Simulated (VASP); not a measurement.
# V (Im-3m) in VASP: further runs, part 2 of 2

VASP 6.6.1.

### 4 Single point, PBE, collinear spin (13.39 Å³/atom)

This run uses another cell than the first one, of 13.39 Å³/atom.

The input, INCAR:

```
ALGO = Fast ; EDIFF = 1E-7
ENCUT = 520 ; GGA = PE
ISIF = 2 ; ISMEAR = 0
ISPIN = 2 ; LASPH = True
LCHARG = True ; LELF = True
LMAXMIX = 4 ; LORBIT = 11
LREAL = False ; LVHAR = True
LWAVE = False ; MAGMOM = 0.05
NBANDS = 16 ; NELM = 150
PREC = Accurate ; SIGMA = 0.05
```

The input, KPOINTS:

```
k-points
0
Gamma
  20 20 20
```

The input, POSCAR:

```
V
1.0
   -1.4957415029      1.4957415029      1.4957415029
    1.4957415029     -1.4957415029      1.4957415029
    1.4957415029      1.4957415029     -1.4957415029
V
1
Direct
    0.0000000000      0.0000000000      0.0000000000
```

Potentials or basis: VASP PAW PBE potentials, release 64 (V_sv).

Command:

```bash
> cat potpaw_PBE.64/V_sv/POTCAR > POTCAR
> mpirun -np 1 vasp_std > vasp.out
```

OUTCAR:

```text
EDIFF = 1E-7
   ENCUT = 520
   GGA = PE
   ISIF = 2
   ISMEAR = 0
   ISPIN = 2
   LASPH = True
   LORBIT = 11
   LREAL = False
   NELM = 150
   PREC = Accurate

 ion  position               nearest neighbor table
   1  0.000  0.000  0.000-

  LATTYP: Found a body centered cubic cell.
 ALAT       =     2.9914830058

  Lattice vectors:

 A1 = (  -1.4957415029,   1.4957415029,   1.4957415029)
 A2 = (   1.4957415029,  -1.4957415029,   1.4957415029)
 A3 = (   1.4957415029,   1.4957415029,  -1.4957415029)

Analysis of symmetry for initial positions (statically):
=====================================================================
 Subroutine PRICEL returns:
 Original cell was already a primitive cell.

 Routine SETGRP: Setting up the symmetry group for a
 body centered cubic supercell.

 Subroutine GETGRP returns: Found 48 space group operations
 (whereof 48 operations were pure point group operations)
 out of a pool of 48 trial point group operations.

The static configuration has the point symmetry O_h .

Analysis of symmetry for dynamics (positions and initial velocities):
=====================================================================
 Subroutine PRICEL returns:
 Original cell was already a primitive cell.

 Routine SETGRP: Setting up the symmetry group for a
 body centered cubic supercell.

 Subroutine GETGRP returns: Found 48 space group operations
 (whereof 48 operations were pure point group operations)
 out of a pool of 48 trial point group operations.

The dynamic configuration has the point symmetry O_h .

Analysis of structural, dynamic, and magnetic symmetry:
=====================================================================
 Subroutine PRICEL returns:
 Original cell was already a primitive cell.

 Routine SETGRP: Setting up the symmetry group for a
 body centered cubic supercell.

 Subroutine GETGRP returns: Found 48 space group operations
 (whereof 48 operations were pure point group operations)
[... 128 lines left out ...]
   IVDW    =     0    specifies the selected vdW correction
   LEPSILON=     F    determine dielectric tensor
   LRPA    =     F    only Hartree local field effects (RPA)
 spin polarized calculation
 RMM-DIIS sequential band-by-band and
 Gauss-broadening in eV      SIGMA  =   0.05
  energy-cutoff  :      520.00
  volume of cell :       13.39
 maximum number of plane-waves:       372
   NGX =  9   NGY =  9   NGZ =  9

 number of electron      12.9999990 magnetization       0.0000092

 Free energy of the ion-electron system (eV)
  ---------------------------------------------------
  ext. energy  EPLUGINS =         0.00000000
  ---------------------------------------------------
  free energy    TOTEN  =        -8.99298542 eV

  energy without entropy =       -8.99048108  energy(sigma->0) =       -8.99173325

 E-fermi :   9.7751     XC(G=0): -12.9393

 val. band max:        9.7743639791   @ k =  -0.2000   0.2500   0.1000
 cond. band min:       9.7773496259   @ k =  -0.3000   0.3000   0.1500
 fundamental gap:      0.0029856467
 Fermi energy:         9.7751273236

 spin component 1

 k-point     1 :       0.0000    0.0000    0.0000
  band No.  band energies     occupation
      1     -53.9319      1.00000
      2     -27.2222      1.00000
      3     -27.2222      1.00000
      4     -27.2222      1.00000
      5       3.1853      1.00000
      6      10.1954      0.00000
[... 435 lines left out ...]
      5       6.2027      1.00000
      6       9.1242      1.00000
[... 8 lines left out ...]
     15      37.3102      0.00000
     16      38.3359      0.00000

 [... further k-points ...]

 spin component 2

 k-point     1 :       0.0000    0.0000    0.0000
  band No.  band energies     occupation
      1     -53.9319      1.00000
      2     -27.2222      1.00000
      3     -27.2222      1.00000
      4     -27.2222      1.00000
      5       3.1853      1.00000
      6      10.1954      0.00000
[... 435 lines left out ...]
      5       6.2027      1.00000
      6       9.1242      1.00000
[... 8 lines left out ...]
     15      37.3102      0.00000
     16      38.3359      0.00000

 [... further k-points ...]
[... 5 lines left out ...]
  --------------------------------------------------------------------------------------
  -------------------------------------------------------------------------------------
  Total        0.1017392      0.1017392      0.1017392     -0.0000000     -0.0000000      0.0000000
  in kB       12.1778099     12.1778099     12.1778099     -0.0000000     -0.0000000      0.0000000
  external PRESSURE =      12.1778099 kB  Pullay stress =       0.0000000 kB

 VOLUME and BASIS-vectors are now :
 -----------------------------------------------------------------------------
  energy-cutoff  :      520.00
  volume of cell :       13.39
      direct lattice vectors                 reciprocal lattice vectors
    -1.495741503  1.495741503  1.495741503     0.000000000  0.334282360  0.334282360
     1.495741503 -1.495741503  1.495741503     0.334282360  0.000000000  0.334282360
     1.495741503  1.495741503 -1.495741503     0.334282360  0.334282360  0.000000000

 POSITION                                       TOTAL-FORCE (eV/Angst)
 -----------------------------------------------------------------------------------
      0.00000      0.00000      0.00000        -0.000000      0.000000      0.000000
 -----------------------------------------------------------------------------------
    total drift:                                0.000000     -0.000000      0.000000

  FREE ENERGIE OF THE ION-ELECTRON SYSTEM (eV)
  ---------------------------------------------------
  free  energy   TOTEN  =        -8.9929854165 eV

  energy  without entropy=       -8.9904810763  energy(sigma->0) =       -8.99173325

 total charge

# of ion       s       p       d       tot
------------------------------------------
    1        2.343   6.224   3.094  11.662

 magnetization (x)

# of ion       s       p       d       tot
------------------------------------------
    1       -0.000   0.000   0.000   0.000
```

OSZICAR:

```text
N       E                     dE             d eps       ncg     rms          rms(c)
DAV:   1     0.924072581532E+02    0.92407E+02   -0.64181E+03 16520   0.885E+02
DAV:   2    -0.882867135114E+01   -0.10124E+03   -0.97035E+02 18112   0.272E+02
DAV:   3    -0.103696403518E+02   -0.15410E+01   -0.15390E+01 18672   0.365E+01
DAV:   4    -0.103755109928E+02   -0.58706E-02   -0.58706E-02 19320   0.237E+00
DAV:   5    -0.103755612726E+02   -0.50280E-04   -0.50280E-04 18720   0.204E-01    0.185E+01
RMM:   6    -0.901666024497E+01    0.13589E+01   -0.14066E+00 18552   0.117E+01    0.177E+00
RMM:   7    -0.900142170617E+01    0.15239E-01   -0.27878E-02 18867   0.178E+00    0.993E-01
RMM:   8    -0.899315499646E+01    0.82667E-02   -0.33062E-03 18989   0.633E-01    0.253E-01
RMM:   9    -0.899301227225E+01    0.14272E-03   -0.37220E-04 19381   0.217E-01    0.757E-02
RMM:  10    -0.899299283783E+01    0.19434E-04   -0.64190E-05 19930   0.767E-02    0.211E-02
RMM:  11    -0.899298451549E+01    0.83223E-05   -0.33371E-06 19592   0.207E-02    0.126E-02
RMM:  12    -0.899298477554E+01   -0.26005E-06   -0.13211E-06 19716   0.119E-02    0.226E-03
RMM:  13    -0.899298513395E+01   -0.35841E-06   -0.14771E-07 14331   0.431E-03    0.550E-04
RMM:  14    -0.899298528609E+01   -0.15214E-06   -0.12203E-08 12865   0.128E-03    0.292E-04
RMM:  15    -0.899298541862E+01   -0.13253E-06   -0.30251E-09 10690   0.630E-04    0.191E-04
RMM:  16    -0.899298541652E+01    0.21071E-08   -0.45590E-10  5663   0.306E-04
   1 F= -.89929854E+01 E0= -.89917332E+01  d E =-.250434E-02  mag=     0.0000
```

stdout:

```text
POSCAR found type information on POSCAR V
 POSCAR found :  1 types and       1 ions
 scaLAPACK will be used
 LDA part: xc-table for (Slater+PW92), standard interpolation
 POSCAR, INCAR and KPOINTS ok, starting setup
 FFT: planning ... GRIDC
 FFT: planning ... GRID_SOFT
 FFT: planning ... GRID
 WAVECAR not read
 entering main loop
WARNING in EDDRMM: call to ZHEGV failed, returncode =   8  4     16
WARNING in EDDRMM: call to ZHEGV failed, returncode =   8  4     16
WARNING in EDDRMM: call to ZHEGV failed, returncode =   6  3     16
 num prob RMM:  15    -0.899298541862E+01   -0.13253E-06   -0.30251E-09 10690   0.630E-04    0.191E-04
 num prob WARNING in EDDRMM: call to ZHEGV failed, returncode =   8  4     15
```

It took 2.1 min on 1 thread of Intel Xeon 8259CL, shared host; peak memory 0.19 GiB.

Results:

```
Free energy                                           : -8.9930 eV
Pressure                                              : 1.2 GPa
Net moment                                            : 0.00 μB per cell
Valence electrons inside the program's atomic spheres : V 11.66
```

### 5 The runs side by side

| task | spin | cell | cutoff (eV) | gap on the mesh (eV) | pressure (GPa) |
| --- | --- | --- | --- | --- | --- |
| single point | off | a = 2.629 Å, angles 109.5°, 1 atom | 520 | none | -6.4 |
| relaxation of cell and atoms | off | relaxed from a = 2.595 Å, angles 109.5°, 1 atom | 600 | none | 0.0 |
| single point | collinear | a = 2.591 Å, angles 109.5°, 1 atom | 520 | none | 1.2 |

Alike in all rows: level PBE; potentials or basis VASP PAW PBE potentials, release 64 (V_sv); k mesh 20 × 20 × 20; smearing gaussian 0.05 eV.

Caveats: the cell stands under tension (at least some runs).

Total energies depend on the potentials used, so only differences within one code and one set of settings carry meaning.
